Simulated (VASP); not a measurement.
# Al2Cu (Pmm2) in VASP: single point with PBEsol

Aim: the single point of Al2Cu with PBEsol.

Everything below comes from runs of VASP 6.6.1. Logs are shortened: lines on timing, memory, paths and dates and some standing lists are left out, and cuts for length are marked.

**1. The cell of the first run**

Symmetry: Pmm2, No. 25, orthorhombic system. Conventional cell: a = 2.846 Å, b = 4.084 Å, c = 13.003 Å, α = 90.00°, β = 90.00°, γ = 90.00°. Within 3.3 Å of Al (site symmetry mm2) lie 4 Cu at 2.49 to 3.13 Å and 4 Al at 2.85 to 2.89 Å. Al (site symmetry mm2) has 4 Cu at 2.49 Å and 6 Al at 2.85 to 2.89 Å within 3.3 Å. Within 3.3 Å of Al (site symmetry mm2) lie 4 Cu at 2.49 Å and 6 Al at 2.85 to 2.89 Å. Within 3.3 Å of Al (site symmetry mm2) lie 4 Cu at 2.49 Å and 4 Al at 2.85 to 2.89 Å. Al (site symmetry mm2) has 4 Cu at 2.49 Å and 6 Al at 2.85 to 2.89 Å within 3.3 Å. Al (site symmetry mm2) has 4 Cu at 2.49 Å and 6 Al at 2.85 to 2.89 Å within 3.3 Å. Cu (site symmetry mm2) has 8 Al at 2.49 Å and 2 Cu at 2.85 Å within 3.3 Å. Cu (site symmetry mm2) has 8 Al at 2.49 Å and 2 Cu at 2.85 Å within 3.3 Å.

**2. Single point, PBEsol (the distance across one plane changed)**

Contents of INCAR:

```
SYSTEM = Al2Cu
ALGO = Fast ; EDIFF = 1E-6
ENCUT = 520 ; GGA = PS
ISIF = 2 ; ISMEAR = 0
LASPH = .TRUE. ; LCHARG = .FALSE.
LREAL = .FALSE. ; LWAVE = .FALSE.
NBANDS = 36 ; NELM = 100
PREC = Accurate ; SIGMA = 0.15
```

Contents of KPOINTS:

```
k-points
0
G
  11 16 4
  0 0 0
```

Contents of POSCAR:

```
Al2Cu
1.0
    0.0000000000     -4.0841721958      0.0000000000
    0.0000000000      0.0000000000     -2.8463947559
   13.0025165873      0.0000000000      0.0000000000
Al Cu
6 3
Direct
    0.0000000000      0.5000000000      0.0785108662
    0.0000000000      0.5000000000      0.3926171524
    0.0000000000      0.5000000000      0.7067234385
    0.5000000000      0.5000000000      0.8637765816
    0.5000000000      0.5000000000      0.2355640093
    0.5000000000      0.5000000000      0.5496702954
    1.0000000000      0.0000000000      0.2355640093
    1.0000000000      0.0000000000      0.5496702954
    1.0000000000      0.0000000000      0.8637765816
```

Potentials or basis: VASP PAW PBE potentials, release 64 (Al, Cu).

Started as:

```sh
> cat potpaw_PBE.64/Al/POTCAR potpaw_PBE.64/Cu/POTCAR > POTCAR
> mpirun -np 1 vasp_std > vasp.out
```

OUTCAR:

```text
SYSTEM = Al2Cu
   EDIFF = 1E-6
   ENCUT = 520
   GGA = PS
   ISIF = 2
   ISMEAR = 0
   LASPH = .TRUE.
   LREAL = .FALSE.
   NELM = 100
   PREC = Accurate

 ion  position               nearest neighbor table
   1  0.000  0.500  0.079-   7 2.49   7 2.49   5 2.89   5 2.89
   2  0.000  0.500  0.393-   8 2.49   8 2.49   7 2.49   7 2.49   6 2.89   6 2.89   5 2.89   5 2.89

   3  0.000  0.500  0.707-   8 2.49   9 2.49   8 2.49   9 2.49   4 2.89   6 2.89   4 2.89   6 2.89

   4  0.500  0.500  0.864-   9 2.49   9 2.49   9 2.49   9 2.49   3 2.89   3 2.89
   5  0.500  0.500  0.236-   7 2.49   7 2.49   7 2.49   7 2.49   1 2.89   2 2.89   1 2.89   2 2.89

   6  0.500  0.500  0.550-   8 2.49   8 2.49   8 2.49   8 2.49   2 2.89   2 2.89   3 2.89   3 2.89

   7  0.000  0.000  0.236-   5 2.49   5 2.49   5 2.49   5 2.49   2 2.49   2 2.49   1 2.49   1 2.49

   8  0.000  0.000  0.550-   2 2.49   2 2.49   6 2.49   6 2.49   6 2.49   6 2.49   3 2.49   3 2.49

   9  0.000  0.000  0.864-   4 2.49   4 2.49   4 2.49   4 2.49   3 2.49   3 2.49

  LATTYP: Found a simple orthorhombic cell.
 ALAT       =     2.8463947559
 B/A-ratio  =     1.4348579681
 C/A-ratio  =     4.5680651148

  Lattice vectors:

 A1 = (   0.0000000000,   0.0000000000,   2.8463947559)
 A2 = (   0.0000000000,  -4.0841721958,   0.0000000000)
 A3 = (  13.0025165873,   0.0000000000,   0.0000000000)

Analysis of symmetry for initial positions (statically):
=====================================================================
 Subroutine PRICEL returns:
 Original cell was already a primitive cell.

 Routine SETGRP: Setting up the symmetry group for a
 simple orthorhombic supercell.

 Subroutine GETGRP returns: Found  4 space group operations
 (whereof  4 operations were pure point group operations)
 out of a pool of  8 trial point group operations.

The static configuration has the point symmetry C_2v.

Analysis of symmetry for dynamics (positions and initial velocities):
=====================================================================
 Subroutine PRICEL returns:
 Original cell was already a primitive cell.

 Routine SETGRP: Setting up the symmetry group for a
 simple orthorhombic supercell.

 Subroutine GETGRP returns: Found  4 space group operations
 (whereof  4 operations were pure point group operations)
 out of a pool of  8 trial point group operations.

The dynamic configuration has the point symmetry C_2v.

 Subroutine INISYM returns: Found  4 space group operations
 (whereof  4 operations are pure point group operations),
 and found     1 'primitive' translations

----------------------------------------------------------------------------------------

                                     Primitive cell

  volume of cell :     151.1564

  direct lattice vectors                    reciprocal lattice vectors
     0.000000000 -4.084172196  0.000000000     0.000000000 -0.244847659  0.000000000
     0.000000000  0.000000000 -2.846394756     0.000000000  0.000000000 -0.351321614
    13.002516587  0.000000000  0.000000000     0.076908189  0.000000000  0.000000000

  length of vectors
     4.084172196  2.846394756 13.002516587     0.244847659  0.351321614  0.076908189

  position of ions in fractional coordinates (direct lattice)
     0.000000000  0.500000000  0.078510866
     0.000000000  0.500000000  0.392617152
     0.000000000  0.500000000  0.706723438
     0.500000000  0.500000000  0.863776582
     0.500000000  0.500000000  0.235564009
     0.500000000  0.500000000  0.549670295
     0.000000000  0.000000000  0.235564009
     0.000000000  0.000000000  0.549670295
     0.000000000  0.000000000  0.863776582

  ion indices of the primitive-cell ions
   primitive index   ion index
                 1           1
                 2           2
                 3           3
                 4           4
                 5           5
                 6           6
                 7           7
                 8           8
                 9           9

----------------------------------------------------------------------------------------

 KPOINTS: k-points

Automatic generation of k-mesh.
 Grid dimensions read from file:
 generate k-points for:   11   16    4

 Generating k-lattice:

  Cartesian coordinates                     Fractional coordinates (reciprocal lattice)
     0.000000000 -0.022258878  0.000000000     0.090909091  0.000000000  0.000000000
     0.000000000  0.000000000 -0.021957601     0.000000000  0.062500000  0.000000000
     0.019227047  0.000000000  0.000000000     0.000000000  0.000000000  0.250000000

  Length of vectors
     0.022258878  0.021957601  0.019227047

  Shift w.r.t. Gamma in fractional coordinates (k-lattice)
     0.000000000  0.000000000  0.000000000

 Subroutine IBZKPT returns following result:
 ===========================================

 Found    162 irreducible k-points:

 Following reciprocal coordinates:
            Coordinates               Weight
  0.000000  0.000000  0.000000      1.000000
  0.090909  0.000000  0.000000      2.000000
  0.181818  0.000000  0.000000      2.000000
  0.272727  0.000000  0.000000      2.000000
  0.363636  0.000000  0.000000      2.000000
  0.454545  0.000000  0.000000      2.000000
[... 16 lines left out ...]
  0.363636  0.187500  0.000000      4.000000
  0.454545  0.187500  0.000000      4.000000
 [... further k-points ...]
   k-points           NKPTS =    162   k-points in BZ     NKDIM =    162   number of bands    NBANDS=     36
   number of dos      NEDOS =    301   number of ions     NIONS =      9
   total plane-waves  NPLWV =  70560
   dimension x,y,z NGX =    30 NGY =   24 NGZ =   98
   dimension x,y,z NGXF=    60 NGYF=   48 NGZF=  196
   ions per type =               6   3
   NGX,Y,Z   is equivalent  to a cutoff of  12.21, 14.02, 12.53 a.u.
   NGXF,Y,Z  is equivalent  to a cutoff of  24.42, 28.03, 25.06 a.u.
 SYSTEM =  Al2Cu
   PREC   = accura    normal or accurate (medium, high low for compatibility)
   ISTART =      0    job   : 0-new  1-cont  2-samecut
   ICHARG =      2    charge: 1-file 2-atom 10-const
   ISPIN  =      1    spin polarized calculation?
   LNONCOLLINEAR =      F non collinear calculations
   LSORBIT =      F    spin-orbit coupling
   LASPH  =      T    aspherical Exc in radial PAW
   ENCUT  =  520.0 eV  38.22 Ry    6.18 a.u.   7.59  5.29 24.18*2*pi/ulx,y,z
   NELM   =    100;   NELMIN=  2; NELMDL= -5     # of ELM steps
   EDIFF  = 0.1E-05   stopping-criterion for ELM
   LREAL  =      F    real-space projection
   EDIFFG = 0.1E-04   stopping-criterion for IOM
   NSW    =      0    number of steps for IOM
   IBRION =     -1    ionic relax: 0-MD 1-quasi-New 2-CG
   NFREE  =      0    steps in history (QN), initial steepest desc. (CG)
   ISIF   =      2    stress and relaxation
   ISYM   =      2    0-nonsym 1-usesym 2-fastsym
   POTIM  = 0.5000    time-step for ionic-motion
   TEBEG  =    0.0;   TEEND  =   0.0 temperature during run
   PSTRESS=    0.0 pullay stress
   NELECT =      51.0000    total number of electrons
   NUPDOWN=      -1.0000    fix difference up-down
   EMIN   =  10.00;   EMAX   =-10.00  energy-range for DOS
   EFERMI =   0.00;   METHOD = LEGACY
   ISMEAR =     0;   SIGMA  =   0.15  broadening in eV -4-tet -1-fermi 0-gaus
   EFERMI_NEDOS =   21; number of points for ismear=-14 and -15
   IALGO  =     68    algorithm
   IMIX   =      4    mixing-type and parameters
     AMIX     =   0.40;   BMIX     =  1.00
     AMIX_MAG =   1.60;   BMIX_MAG =  1.00
  volume/ion in A,a.u.               =      16.80       113.34
  Fermi-wavevector in a.u.,A,eV,Ry     =   1.139697  2.153715 17.672730  1.298909
  Thomas-Fermi vector in A             =   2.276400
   LORBIT       =      0    0 simple, 1 ext, 2 COOP (PROOUT), +10 PAW based schemes
   GGA     = PS    functional components
   LHFCALC =     F    Hartree Fock is set to
   AEXX    =    0.0000 exact exchange contribution
   IVDW    =     0    specifies the selected vdW correction
   LEPSILON=     F    determine dielectric tensor
   LRPA    =     F    only Hartree local field effects (RPA)
 non-spin polarized calculation
 RMM-DIIS sequential band-by-band and
 Gauss-broadening in eV      SIGMA  =   0.15
  energy-cutoff  :      520.00
  volume of cell :      151.16
 maximum number of plane-waves:      4096
   NGX = 15   NGY = 11   NGZ = 49

 number of electron      50.9999969 magnetization

 Free energy of the ion-electron system (eV)
  ---------------------------------------------------
  ext. energy  EPLUGINS =         0.00000000
  ---------------------------------------------------
  free energy    TOTEN  =       -36.99376818 eV

  energy without entropy =      -36.95841417  energy(sigma->0) =      -36.97609118

 E-fermi :   6.6774     XC(G=0): -10.3202

 val. band max:        6.6768423598   @ k =   0.0000   0.3750   0.5000
 cond. band min:       6.6779911948   @ k =   0.4545   0.3750   0.2500
 fundamental gap:      0.0011488350
 Fermi energy:         6.6773511739

 k-point     1 :       0.0000    0.0000    0.0000
  band No.  band energies     occupation
      1      -3.8297      2.00000
      2      -3.1428      2.00000
      3      -2.5702      2.00000
      4      -0.2382      2.00000
      5       0.2324      2.00000
      6       1.2211      2.00000
[... 28 lines left out ...]
     35      12.2587      0.00000
     36      12.6752      0.00000

 k-point     2 :       0.0909    0.0000    0.0000
  band No.  band energies     occupation
      1      -3.7593      2.00000
      2      -3.0716      2.00000
      3      -2.4975      2.00000
      4      -0.1830      2.00000
      5       0.2818      2.00000
      6       1.1897      2.00000
[... 28 lines left out ...]
     35      11.6795      0.00000
     36      11.8463      0.00000

 k-point     3 :       0.1818    0.0000    0.0000
  band No.  band energies     occupation
      1      -3.5501      2.00000
      2      -2.8602      2.00000
      3      -2.2812      2.00000
      4      -0.0224      2.00000
      5       0.4193      2.00000
      6       1.0163      2.00000
[... 28 lines left out ...]
     35      12.2191      0.00000
     36      12.7800      0.00000

 k-point     4 :       0.2727    0.0000    0.0000
  band No.  band energies     occupation
      1      -3.2114      2.00000
      2      -2.5167      2.00000
      3      -1.9275      2.00000
      4       0.2204      2.00000
      5       0.5170      2.00000
      6       0.5833      2.00000
[... 28 lines left out ...]
     35      13.6516      0.00000
     36      13.8009      0.00000

 k-point     5 :       0.3636    0.0000    0.0000
  band No.  band energies     occupation
      1      -2.7704      2.00000
      2      -2.0654      2.00000
      3      -1.4546      2.00000
      4      -0.1980      2.00000
      5       0.2879      2.00000
      6       0.4638      2.00000
[... 655 lines left out ...]
 k-point    22 :       0.2727    0.1875    0.0000
  band No.  band energies     occupation
      1      -2.5643      2.00000
      2      -1.8781      2.00000
      3      -1.2975      2.00000
      4       0.6027      2.00000
      5       0.8639      2.00000
      6       0.9296      2.00000
[... 28 lines left out ...]
     35      11.8562      0.00000
     36      12.5187      0.00000

 k-point    23 :       0.3636    0.1875    0.0000
  band No.  band energies     occupation
      1      -2.1252      2.00000
      2      -1.4320      2.00000
      3      -0.8357      2.00000
      4       0.2399      2.00000
      5       0.6570      2.00000
      6       0.8042      2.00000
[... 28 lines left out ...]
     35      12.4611      0.00000
     36      12.8560      0.00000

 k-point    24 :       0.4545    0.1875    0.0000
  band No.  band energies     occupation
      1      -1.6866      2.00000
      2      -0.9703      2.00000
      3      -0.3383      2.00000
      4      -0.3209      2.00000
      5       0.1644      2.00000
      6       0.5305      2.00000
[... 28 lines left out ...]
     35      12.1129      0.00000
     36      12.7688      0.00000

 [... further k-points ...]

------------------------ aborting loop because EDIFF is reached ----------------------------------------

  FORCE on cell =-STRESS in cart. coord.  units (eV):
  Direction    XX          YY          ZZ          XY          YZ          ZX
  --------------------------------------------------------------------------------------
  -------------------------------------------------------------------------------------
  Total       -3.4543045      0.2244451     -2.2325544      0.0000000      0.0000000      0.0000000
  in kB      -36.6137834      2.3789984    -23.6638845      0.0000000      0.0000000      0.0000000
  external PRESSURE =     -19.2995565 kB  Pullay stress =       0.0000000 kB

 VOLUME and BASIS-vectors are now :
 -----------------------------------------------------------------------------
  energy-cutoff  :      520.00
  volume of cell :      151.16
      direct lattice vectors                 reciprocal lattice vectors
     0.000000000 -4.084172196  0.000000000     0.000000000 -0.244847659  0.000000000
     0.000000000  0.000000000 -2.846394756     0.000000000  0.000000000 -0.351321614
    13.002516587  0.000000000  0.000000000     0.076908189  0.000000000  0.000000000

 POSITION                                       TOTAL-FORCE (eV/Angst)
 -----------------------------------------------------------------------------------
      1.02084      0.00000     -1.42320        -1.153971      0.000000      0.000000
      5.10501      0.00000     -1.42320        -0.035255      0.000000      0.000000
      9.18918      0.00000     -1.42320         0.183839      0.000000      0.000000
     11.23127     -2.04209     -1.42320         0.229983      0.000000      0.000000
      3.06292     -2.04209     -1.42320         0.008314      0.000000      0.000000
      7.14710     -2.04209     -1.42320         0.056694      0.000000      0.000000
      3.06292      0.00000      0.00000        -0.061964      0.000000      0.000000
      7.14710      0.00000      0.00000        -0.010765      0.000000      0.000000
     11.23127      0.00000      0.00000         0.783125      0.000000      0.000000
 -----------------------------------------------------------------------------------
    total drift:                               -0.000322     -0.000000      0.000000

  FREE ENERGIE OF THE ION-ELECTRON SYSTEM (eV)
  ---------------------------------------------------
  free  energy   TOTEN  =       -36.9937681825 eV

  energy  without entropy=      -36.9584141738  energy(sigma->0) =      -36.97609118
```

Wall time 9.9 min (1 thread of AMD EPYC 9R45 (Zen 5), shared host); peak memory 0.7 GiB.

What came out:

```
Free energy            : -36.9938 eV
Pressure               : -1.9 GPa
Largest force          : 1.154 eV/Å
Band gap on the k mesh : zero (an odd number of electrons rules out a gap without spin polarisation)
```

Forces on the atoms (eV/Å):
```
Al  -1.154  0.000  0.000
Al  -0.035  0.000  0.000
Al   0.184  0.000  0.000
Al   0.230  0.000  0.000
Al   0.008  0.000  0.000
Al   0.057  0.000  0.000
Cu  -0.062  0.000  0.000
Cu  -0.011  0.000  0.000
Cu   0.783  0.000  0.000
```

Caveat: the cell differs from its parent crystal (the distance across one plane changed); the PAW data sets were made with another functional, which shifts forces and pressure a little.
